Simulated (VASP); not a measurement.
Na2Bi, 6 atoms in the cell. It takes space group P-3m1 (No. 164, trigonal). Conventional cell: a = 5.331 Å, b = 5.331 Å, c = 3.552 Å, α = 90.00°, β = 90.00°, γ = 120.00°. Na (site symmetry 3m) has 8 Na at 3.29 to 3.89 Å and 6 Bi at 3.30 to 3.88 Å within 4.3 Å. Bi (site symmetry -3m) has 12 Na at 3.30 to 3.88 Å and 2 Bi at 3.55 Å within 4.3 Å. 

| Quantity | Value |
| --- | --- |
| Program | VASP 6.6.1 |
| Task | single point |
| Functional | PBE |
| Potentials or basis | VASP PAW PBE potentials, release 64 (Na_pv, Bi_d) |
| Cutoff | 520 eV |
| k mesh | 6 × 4 × 4 |
| Occupations | gaussian, width 0.2 eV |
| Spin | no spin polarisation |
| Dipole correction | no |
| Further INCAR settings | ALGO = Fast; EDIFF = 1e-06; NBANDS = 38 |

Potentials or basis: VASP PAW PBE potentials, release 64 (Na_pv, Bi_d).

Launch:

```console
$ cat potpaw_PBE.64/Na_pv/POTCAR potpaw_PBE.64/Bi_d/POTCAR > POTCAR
$ mpirun -np 1 vasp_std > vasp.out
```

Hardware: 1 thread of Intel(R) Xeon(R) 6975P-C (Granite Rapids) (shared host).

Estimate the wall time of this run.

It took 2.3 min on 1 thread of Intel(R) Xeon(R) 6975P-C (Granite Rapids), with other jobs on the host, peak memory 0.38 GiB. Counts: scf iterations 16, k points 42.
